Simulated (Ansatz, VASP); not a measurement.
KCl: VASP beside Ansatz

INCAR

```
PREC = Accurate ; ENCUT = 500
EDIFF = 1E-6 ; ISMEAR = -1
SIGMA = 0.02 ; LREAL = F
LASPH = T ; NELM = 120
ALGO = Normal ; ISIF = 2
LWAVE = F ; LCHARG = T
GGA = PS ; LELF = T
LVHAR = T ; NBANDS = 15
GGA_COMPAT = F
```

KPOINTS

```
Automatic mesh
0
Gamma
  7 7 7
```

The input POSCAR:

```
KCl
1.0
    3.6340000000      0.0181700000      0.0181700000
    0.0181700000      3.6340000000      0.0181700000
    0.0181700000      0.0181700000      3.6340000000
K Cl
1 1
Direct
    0.0000000000      0.0000000000      0.0000000000
    0.5000000000      0.5000000000      0.5000000000
```

Input for Ansatz:

```yaml
crystal:
  lattice:
    - [3.634, 0.01817, 0.01817]
    - [0.01817, 3.634, 0.01817]
    - [0.01817, 0.01817, 3.634]
  atoms:
    - { symbol: K, position: [0.0, 0.0, 0.0] }
    - { symbol: Cl, position: [0.5, 0.5, 0.5] }
kpoints:
  mp_grid: { grid: [7, 7, 7] }
  band_path:
    path:
      - [0.0, 0.0, 0.0]
      - [0.5, 0.5, 0.5]
      - [0.5098274679, 0.4901725321, 0.5]
      - [0.5, -0.4901725321, 0.4901725321]
      - [0.5, 0.0, 0.0]
      - [0.0, 0.0, 0.0]
      - [0.4950862661, -0.4950862661, 0.0]
      - [0.5049137339, 0.0, 0.4950862661]
      - [0.5, 0.0, 0.5]
    npoints: 5
scf:
  occupations: { method: fermi_dirac, width: 0.02 }
hamiltonian:
  xc: pbesol
  pseudopotentials: { kind: all_electron, lapw: { basis_error: 0.0005 } }
output:
  forces: true
  stress: true
  eigenvalues: true
```

Change from the starting cell: equal xy, yz and zx shear strains of +1 %.

Alike in both runs: task single point; functional PBEsol; k mesh 7 × 7 × 7; occupations fermi-dirac, width 0.02 eV; no spin polarisation.

|  | VASP | Ansatz |
| --- | --- | --- |
| version | VASP 6.6.1 | Ansatz 0.2.0 |
| potentials or method | VASP PAW PBE potentials, release 64 (K_sv, Cl), cutoff 500 eV | all-electron LAPW, scalar-relativistic |

|  | VASP | Ansatz | Ansatz less VASP |
| --- | --- | --- | --- |
| gap on the k mesh at the Fermi level (eV) | 5.40 | 5.40 | +0.005 |
| pressure (GPa) | 2.4 | 2.3 | -0.08 |
| traceless stress, the component that is largest in VASP (GPa) | -0.13 | -0.12 | +0.004 |

VASP's potentials were made for PBE, not for PBEsol. Ansatz ran all-electron here, and VASP with PAW potentials.
